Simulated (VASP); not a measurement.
# NbC2 (P-6m2) in VASP: further runs

NbC2 is run at these levels: PBE; tasks: single point, relaxation of cell and atoms.

All numbers are computed with VASP 6.6.1; they aren't measurements. Logs are shortened: lines on timing, memory, paths and dates and some standing lists are left out, and cuts for length are marked.

## (1) The cell of the first run

The structure is hexagonal, space group P-6m2 (No. 187). Conventional cell: a = 3.459 Å, b = 3.459 Å, c = 5.730 Å, α = 90.00°, β = 90.00°, γ = 120.00°. Within 2.8 Å of Nb (site symmetry -6m2) lie 6 C at 2.13 Å. Within 2.0 Å of C (site symmetry 3m) lie 1 C at 1.50 Å.

The cell was built from a structure type or drawn by symmetry, and may not be a known phase.

## (2) Single point, PBE

INCAR reads:

```
PREC = Accurate ; ENCUT = 520
EDIFF = 1E-7 ; ISMEAR = 0
SIGMA = 0.1 ; LREAL = False
LASPH = True ; NELM = 100
ALGO = Normal ; ISIF = 2
LWAVE = False ; LCHARG = True
GGA = PE ; LELF = True
LVHAR = True ; NBANDS = 18
```

KPOINTS reads:

```
regular mesh
0
Gamma
  6 6 4
```

POSCAR reads:

```
NbC2
1.0
    3.4594439113      0.0000000000      0.0000000000
   -1.7297219557      2.9959663102      0.0000000000
    0.0000000000      0.0000000000      5.7295209795
Nb C
1 2
Direct
    0.3333333333      0.6666666667      0.0000000000
    0.6666666667      0.3333333333      0.8688462137
    0.6666666667      0.3333333333      0.1311537863
```

Potentials or basis: VASP PAW PBE potentials, release 64 (Nb_sv, C).

Command:

```sh
cat potpaw_PBE.64/Nb_sv/POTCAR potpaw_PBE.64/C/POTCAR > POTCAR
mpirun -np 1 vasp_std > vasp.out
```

OUTCAR:

```text
PREC = Accurate
   ENCUT = 520
   EDIFF = 1E-7
   ISMEAR = 0
   LREAL = False
   LASPH = True
   NELM = 100
   ISIF = 2
   GGA = PE

 ion  position               nearest neighbor table
   1  0.333  0.667  0.000-   2 2.13   3 2.13   2 2.13   3 2.13   2 2.13   3 2.13
   2  0.667  0.333  0.869-   3 1.50   1 2.13   1 2.13   1 2.13
   3  0.667  0.333  0.131-   2 1.50   1 2.13   1 2.13   1 2.13

  LATTYP: Found a hexagonal cell.
 ALAT       =     3.4594439113
 C/A-ratio  =     1.6561971017

  Lattice vectors:

 A1 = (   3.4594439113,   0.0000000000,   0.0000000000)
 A2 = (  -1.7297219557,   2.9959663102,   0.0000000000)
 A3 = (   0.0000000000,   0.0000000000,   5.7295209795)

Analysis of symmetry for initial positions (statically):
=====================================================================
 Subroutine PRICEL returns:
 Original cell was already a primitive cell.

 Routine SETGRP: Setting up the symmetry group for a
 hexagonal supercell.

 Subroutine GETGRP returns: Found 12 space group operations
 (whereof 12 operations were pure point group operations)
 out of a pool of 24 trial point group operations.

The static configuration has the point symmetry D_3h.

Analysis of symmetry for dynamics (positions and initial velocities):
=====================================================================
 Subroutine PRICEL returns:
 Original cell was already a primitive cell.

 Routine SETGRP: Setting up the symmetry group for a
 hexagonal supercell.

 Subroutine GETGRP returns: Found 12 space group operations
 (whereof 12 operations were pure point group operations)
 out of a pool of 24 trial point group operations.

The dynamic configuration has the point symmetry D_3h.

 Subroutine INISYM returns: Found 12 space group operations
 (whereof 12 operations are pure point group operations),
 and found     1 'primitive' translations

----------------------------------------------------------------------------------------

                                     Primitive cell

  volume of cell :      59.3829

  direct lattice vectors                    reciprocal lattice vectors
     3.459443911  0.000000000  0.000000000     0.289063799  0.166891062  0.000000000
    -1.729721956  2.995966310  0.000000000     0.000000000  0.333782125  0.000000000
     0.000000000  0.000000000  5.729520980     0.000000000  0.000000000  0.174534661

  length of vectors
     3.459443911  3.459443911  5.729520980     0.333782125  0.333782125  0.174534661

  position of ions in fractional coordinates (direct lattice)
     0.333333333  0.666666667  0.000000000
     0.666666667  0.333333333  0.868846214
     0.666666667  0.333333333  0.131153786

  ion indices of the primitive-cell ions
   primitive index   ion index
                 1           1
                 2           2
                 3           3

----------------------------------------------------------------------------------------

 KPOINTS: regular mesh

Automatic generation of k-mesh.
 Grid dimensions read from file:
 generate k-points for:    6    6    4

 Generating k-lattice:

  Cartesian coordinates                     Fractional coordinates (reciprocal lattice)
     0.048177300  0.027815177  0.000000000     0.166666667  0.000000000  0.000000000
     0.000000000  0.055630354  0.000000000     0.000000000  0.166666667  0.000000000
     0.000000000  0.000000000  0.043633665     0.000000000  0.000000000  0.250000000

  Length of vectors
     0.055630354  0.055630354  0.043633665

  Shift w.r.t. Gamma in fractional coordinates (k-lattice)
     0.000000000  0.000000000  0.000000000

 Subroutine IBZKPT returns following result:
 ===========================================

 Found     21 irreducible k-points:

 Following reciprocal coordinates:
            Coordinates               Weight
  0.000000  0.000000  0.000000      1.000000
  0.166667  0.000000  0.000000      6.000000
  0.333333  0.000000  0.000000      6.000000
  0.500000  0.000000  0.000000      3.000000
  0.166667  0.166667  0.000000      6.000000
  0.333333  0.166667  0.000000     12.000000
[... 13 lines left out ...]
  0.333333  0.166667  0.500000     12.000000
  0.333333  0.333333  0.500000      2.000000
   k-points           NKPTS =     21   k-points in BZ     NKDIM =     21   number of bands    NBANDS=     18
   number of dos      NEDOS =    301   number of ions     NIONS =      3
   total plane-waves  NPLWV =  37632
   dimension x,y,z NGX =    28 NGY =   28 NGZ =   48
   dimension x,y,z NGXF=    56 NGYF=   56 NGZF=   96
   ions per type =               1   2
   NGX,Y,Z   is equivalent  to a cutoff of  13.46, 13.46, 13.93 a.u.
   NGXF,Y,Z  is equivalent  to a cutoff of  26.91, 26.91, 27.86 a.u.
 SYSTEM =  unknown system
   PREC   = accura    normal or accurate (medium, high low for compatibility)
   ISTART =      0    job   : 0-new  1-cont  2-samecut
   ICHARG =      2    charge: 1-file 2-atom 10-const
   ISPIN  =      1    spin polarized calculation?
   LNONCOLLINEAR =      F non collinear calculations
   LSORBIT =      F    spin-orbit coupling
   LASPH  =      T    aspherical Exc in radial PAW
   ENCUT  =  520.0 eV  38.22 Ry    6.18 a.u.   6.43  6.43 10.65*2*pi/ulx,y,z
   NELM   =    100;   NELMIN=  2; NELMDL= -5     # of ELM steps
   EDIFF  = 0.1E-06   stopping-criterion for ELM
   LREAL  =      F    real-space projection
   EDIFFG = 0.1E-05   stopping-criterion for IOM
   NSW    =      0    number of steps for IOM
   IBRION =     -1    ionic relax: 0-MD 1-quasi-New 2-CG
   NFREE  =      0    steps in history (QN), initial steepest desc. (CG)
   ISIF   =      2    stress and relaxation
   ISYM   =      2    0-nonsym 1-usesym 2-fastsym
   POTIM  = 0.5000    time-step for ionic-motion
   TEBEG  =    0.0;   TEEND  =   0.0 temperature during run
   PSTRESS=    0.0 pullay stress
   NELECT =      21.0000    total number of electrons
   NUPDOWN=      -1.0000    fix difference up-down
   EMIN   =  10.00;   EMAX   =-10.00  energy-range for DOS
   EFERMI =   0.00;   METHOD = LEGACY
   ISMEAR =     0;   SIGMA  =   0.10  broadening in eV -4-tet -1-fermi 0-gaus
   EFERMI_NEDOS =   21; number of points for ismear=-14 and -15
   IALGO  =     38    algorithm
   IMIX   =      4    mixing-type and parameters
     AMIX     =   0.40;   BMIX     =  1.00
     AMIX_MAG =   1.60;   BMIX_MAG =  1.00
  volume/ion in A,a.u.               =      19.79       133.58
  Fermi-wavevector in a.u.,A,eV,Ry     =   1.157695  2.187726 18.235307  1.340257
  Thomas-Fermi vector in A             =   2.294304
   LORBIT       =      0    0 simple, 1 ext, 2 COOP (PROOUT), +10 PAW based schemes
   GGA     = PE    functional components
   LHFCALC =     F    Hartree Fock is set to
   AEXX    =    0.0000 exact exchange contribution
   IVDW    =     0    specifies the selected vdW correction
   LEPSILON=     F    determine dielectric tensor
   LRPA    =     F    only Hartree local field effects (RPA)
 non-spin polarized calculation
 Gauss-broadening in eV      SIGMA  =   0.10
  energy-cutoff  :      520.00
  volume of cell :       59.38
 maximum number of plane-waves:      1623
 NGX is ok and might be reduce to    28
   NGX = 13   NGY = 13   NGZ = 21

 number of electron      21.0000000 magnetization

 Free energy of the ion-electron system (eV)
  ---------------------------------------------------
  ext. energy  EPLUGINS =         0.00000000
  ---------------------------------------------------
  free energy    TOTEN  =       -25.53133369 eV

  energy without entropy =      -25.53038555  energy(sigma->0) =      -25.53085962

 E-fermi :   2.4018     XC(G=0):  -8.2732

 val. band max:        2.2581285802   @ k =   0.3333   0.0000   0.0000
 cond. band min:       2.5341118951   @ k =   0.1667   0.1667   0.5000
 fundamental gap:      0.2759833149
 Fermi energy:         2.4018010541

 k-point     1 :       0.0000    0.0000    0.0000
  band No.  band energies     occupation
      1     -52.6020      2.00000
      2     -28.7152      2.00000
      3     -28.7152      2.00000
      4     -28.5710      2.00000
      5     -12.2901      2.00000
      6      -3.5045      2.00000
[... 10 lines left out ...]
     17       9.7848      0.00000
     18       9.7848      0.00000

 k-point     2 :       0.1667    0.0000    0.0000
  band No.  band energies     occupation
      1     -52.5950      2.00000
      2     -28.8166      2.00000
      3     -28.7368      2.00000
      4     -28.5603      2.00000
      5     -12.0009      2.00000
      6      -3.7096      2.00000
[... 10 lines left out ...]
     17       8.8604      0.00000
     18       9.8730      0.00000

 k-point     3 :       0.3333    0.0000    0.0000
  band No.  band energies     occupation
      1     -52.5810      2.00000
      2     -29.0129      2.00000
      3     -28.7796      2.00000
      4     -28.5389      2.00000
      5     -11.4568      2.00000
      6      -4.0741      2.00000
[... 10 lines left out ...]
     17      10.1874      0.00000
     18      11.8250      0.00000

 k-point     4 :       0.5000    0.0000    0.0000
  band No.  band energies     occupation
      1     -52.5740      2.00000
      2     -29.1081      2.00000
      3     -28.8008      2.00000
      4     -28.5281      2.00000
      5     -11.2100      2.00000
      6      -4.2391      2.00000
[... 312 lines left out ...]
      4     -28.5443      2.00000
      5     -11.5769      2.00000
      6      -4.0733      2.00000
[... 10 lines left out ...]
     17       9.9833      0.00000
     18      10.7378      0.00000

 k-point    20 :       0.3333    0.1667    0.5000
  band No.  band energies     occupation
      1     -52.5740      2.00000
      2     -29.0667      2.00000
      3     -28.8448      2.00000
      4     -28.5282      2.00000
      5     -11.1794      2.00000
      6      -4.2518      2.00000
[... 10 lines left out ...]
     17      11.1414      0.00000
     18      12.3698      0.00000

 k-point    21 :       0.3333    0.3333    0.5000
  band No.  band energies     occupation
      1     -52.5705      2.00000
      2     -29.0525      2.00000
      3     -28.9195      2.00000
      4     -28.5228      2.00000
      5     -11.0297      2.00000
      6      -4.2511      2.00000
[... 10 lines left out ...]
     17      11.6957      0.00000
     18      12.2312      0.00000

------------------------ aborting loop because EDIFF is reached ----------------------------------------

  FORCE on cell =-STRESS in cart. coord.  units (eV):
  Direction    XX          YY          ZZ          XY          YZ          ZX
  --------------------------------------------------------------------------------------
  -------------------------------------------------------------------------------------
  Total       -0.0591611     -0.0591611      0.1069003      0.0000000     -0.0000000      0.0000000
  in kB       -1.5961929     -1.5961929      2.8842169      0.0000000     -0.0000000      0.0000000
  external PRESSURE =      -0.1027230 kB  Pullay stress =       0.0000000 kB

 VOLUME and BASIS-vectors are now :
 -----------------------------------------------------------------------------
  energy-cutoff  :      520.00
  volume of cell :       59.38
      direct lattice vectors                 reciprocal lattice vectors
     3.459443911  0.000000000  0.000000000     0.289063799  0.166891062  0.000000000
    -1.729721956  2.995966310  0.000000000     0.000000000  0.333782125  0.000000000
     0.000000000  0.000000000  5.729520980     0.000000000  0.000000000  0.174534661

 POSITION                                       TOTAL-FORCE (eV/Angst)
 -----------------------------------------------------------------------------------
     -0.00000      1.99731      0.00000         0.000000      0.000000      0.000000
      1.72972      0.99866      4.97807         0.000000     -0.000000     -0.053059
      1.72972      0.99866      0.75145        -0.000000     -0.000000      0.053059
 -----------------------------------------------------------------------------------
    total drift:                                0.000000     -0.000000     -0.000000

  FREE ENERGIE OF THE ION-ELECTRON SYSTEM (eV)
  ---------------------------------------------------
  free  energy   TOTEN  =       -25.5313336939 eV

  energy  without entropy=      -25.5303855528  energy(sigma->0) =      -25.53085962
```

Run time: 14 s. Hardware: 1 thread of AMD EPYC 9R45 (Zen 5), shared host; peak memory 0.16 GiB.

What came out:

```
Free energy            : -25.5313 eV
Pressure               : 0.0 GPa
Largest force          : 0.053 eV/Å
Band gap on the k mesh : zero (an odd number of electrons rules out a gap without spin polarisation)
```

Forces in eV/Å, atoms in the order of the input:
```
Nb   0.000  0.000  0.000
C    0.000  0.000 -0.053
C    0.000  0.000  0.053
```

Stress tensor (GPa, compression positive):
```
-0.16  0.00  0.00
 0.00 -0.16  0.00
 0.00  0.00  0.29
```

## (3) Single point, PBE

This run uses another cell than the first one.

INCAR reads:

```
PREC = Accurate
ENCUT = 520
EDIFF = 1E-6
ISMEAR = 0
SIGMA = 0.1
LREAL = False
LASPH = True
NELM = 100
ALGO = Normal
ISIF = 2
LWAVE = False
LCHARG = False
GGA = PE
NBANDS = 18
```

KPOINTS reads:

```
regular mesh
0
Gamma
  12 12 2
```

POSCAR reads:

```
NbC2
1.0
    2.2950731300      0.0000000000      0.0000000000
   -1.1475365600      1.9875916300      0.0000000000
    0.0000000000      0.0000000000     12.2200782200
Nb C
1 2
Direct
    0.3333333300      0.6666666700      0.0000000000
    0.6666666700      0.3333333300      0.9079995200
    0.6666666700      0.3333333300      0.0920004800
```

Potentials or basis: VASP PAW PBE potentials, release 64 (Nb_sv, C).

Command:

```sh
cat potpaw_PBE.64/Nb_sv/POTCAR potpaw_PBE.64/C/POTCAR > POTCAR
mpirun -np 1 vasp_std > vasp.out
```

OUTCAR:

```text
PREC = Accurate
   ENCUT = 520
   EDIFF = 1E-6
   ISMEAR = 0
   LREAL = False
   LASPH = True
   NELM = 100
   ISIF = 2
   GGA = PE

 ion  position               nearest neighbor table
   1  0.333  0.667  0.000-   2 1.74   3 1.74   2 1.74   3 1.74   2 1.74   3 1.74
   2  0.667  0.333  0.908-   1 1.74   1 1.74   1 1.74
   3  0.667  0.333  0.092-   1 1.74   1 1.74   1 1.74

  LATTYP: Found a hexagonal cell.
 ALAT       =     2.2950731300
 C/A-ratio  =     5.3244831549

  Lattice vectors:
[... 696 lines left out ...]

  FORCE on cell =-STRESS in cart. coord.  units (eV):
  Direction    XX          YY          ZZ          XY          YZ          ZX
  --------------------------------------------------------------------------------------
  -------------------------------------------------------------------------------------
  Total       63.4294975     63.4294973     39.6249176      0.0000002      0.0000000      0.0000000
  in kB     1823.0735080   1823.0735004   1138.8886918      0.0000046      0.0000000      0.0000000
  external PRESSURE =    1595.0119001 kB  Pullay stress =       0.0000000 kB

 VOLUME and BASIS-vectors are now :
 -----------------------------------------------------------------------------
  energy-cutoff  :      520.00
  volume of cell :       55.74
      direct lattice vectors                 reciprocal lattice vectors
     2.295073130  0.000000000  0.000000000     0.435715963  0.251560728  0.000000000
    -1.147536560  1.987591630  0.000000000     0.000000000  0.503121459  0.000000000
     0.000000000  0.000000000 12.220078220     0.000000000  0.000000000  0.081832537

 POSITION                                       TOTAL-FORCE (eV/Angst)
 -----------------------------------------------------------------------------------
     -0.00000      1.32506      0.00000         0.000000     -0.000000      0.000000
      1.14754      0.66253     11.09583        -0.000000      0.000000    -17.661939
      1.14754      0.66253      1.12425         0.000000      0.000000     17.661939
 -----------------------------------------------------------------------------------
    total drift:                                0.000012     -0.000007      0.000000

  FREE ENERGIE OF THE ION-ELECTRON SYSTEM (eV)
  ---------------------------------------------------
  free  energy   TOTEN  =        -5.3184573710 eV

  energy  without entropy=       -5.3155496925  energy(sigma->0) =       -5.31700353
```

Wall time 25 s (1 thread of AMD EPYC 9R45 (Zen 5), shared host); peak memory 0.17 GiB.

What came out:

```
Free energy            : -5.3185 eV
Largest force          : 17.662 eV/Å
Band gap on the k mesh : zero (an odd number of electrons rules out a gap without spin polarisation)
```

Forces in eV/Å, atoms in the order of the input:
```
Nb    0.000   0.000   0.000
C     0.000   0.000 -17.662
C     0.000   0.000  17.662
```

Levels at points of the mesh, in eV from the Fermi level:
```
           k point  band 8  band 9  band 10  band 11  band 12  band 13  band 14  band 15
(0.00, 0.00, 0.00)   -4.36   -4.36    -0.13    -0.13     0.14     1.37     4.96     5.61
(0.50, 0.00, 0.00)   -5.19   -4.34    -3.21    -0.41     2.57     5.04     9.53    11.46
(0.00, 0.00, 0.50)   -4.36   -4.36    -0.13    -0.13     0.14     1.38     4.78     5.85
(0.50, 0.00, 0.50)   -5.19   -4.34    -3.21    -0.41     2.57     5.04     9.52    11.47
```

## (4) Single point, PBE

This run uses another cell than the first one, of 19.68 Å³/atom.

INCAR reads:

```
SYSTEM = NbC2
ALGO     = Normal         ! electronic algorithm
EDIFF    = 1E-6           ! SCF threshold, eV
ENCUT    = 520            ! plane-wave cutoff, eV
GGA      = PE             ! functional
ISIF     = 2              ! what is computed and relaxed
ISMEAR   = 0              ! smearing method
LASPH    = .True.         ! aspherical terms in the spheres
LCHARG   = .False.        ! write CHGCAR
LREAL    = .False.        ! projectors in reciprocal space
LWAVE    = .False.        ! write WAVECAR
NBANDS   = 18             ! bands
NELM     = 80             ! most SCF steps
PREC     = Accurate       ! precision mode
SIGMA    = 0.1            ! smearing width, eV
```

KPOINTS reads:

```
k-points
0
Gamma
  12 12 2
  0 0 0
```

POSCAR reads:

```
NbC2
1.0
    3.4705172348     -0.0000000044      0.0000000000
   -1.7352586136      3.0055560918      0.0000000000
    0.0000000000      0.0000000000      5.6597568739
Nb C
1 2
Direct
    0.3333333333      0.6666666667      0.0000000000
    0.6666666667      0.3333333333      0.8688035023
    0.6666666667      0.3333333333      0.1311964977
```

Command:

```sh
cat potpaw_PBE.64/Nb_sv/POTCAR potpaw_PBE.64/C/POTCAR > POTCAR
mpirun -np 1 vasp_std > vasp.out
```

Run time: 20 s. Hardware: 1 thread of AMD EPYC 9R45 (Zen 5), shared host; peak memory 0.16 GiB.

Results (log left out):

```yaml
Free_energy: -25.4688 eV
Pressure: 0.1 GPa
Largest_force: 0.080 eV/Å
Band_gap_on_the_k_mesh: zero (an odd number of electrons rules out a gap without spin polarisation)
```

Forces in eV/Å, atoms in the order of the input:
```
Nb   0.000  0.000  0.000
C    0.000  0.000 -0.080
C    0.000  0.000  0.080
```

Stress tensor (GPa, compression positive):
```
-0.04  0.00  0.00
 0.00 -0.04  0.00
 0.00  0.00  0.46
```

Levels at points of the mesh, in eV from the Fermi level:
| k point | band 9 | band 10 | band 11 | band 12 | band 13 | band 14 |
| --- | --- | --- | --- | --- | --- | --- |
| (0.00, 0.00, 0.00) | -3.63 | -0.47 | -0.47 | 2.73 | 5.45 | 5.45 |
| (0.50, 0.00, 0.00) | -1.93 | -1.61 | -0.14 | 1.29 | 1.54 | 3.15 |
| (0.00, 0.00, 0.50) | -3.19 | -0.48 | -0.48 | 2.75 | 4.96 | 5.41 |
| (0.50, 0.00, 0.50) | -1.64 | -1.63 | -0.32 | 1.38 | 1.69 | 3.16 |

Caveat: the k points lie up to 0.56 Å⁻¹ apart, too coarse for converged energies and pressures of a metal.

(Part 1 of 2 ends here.)
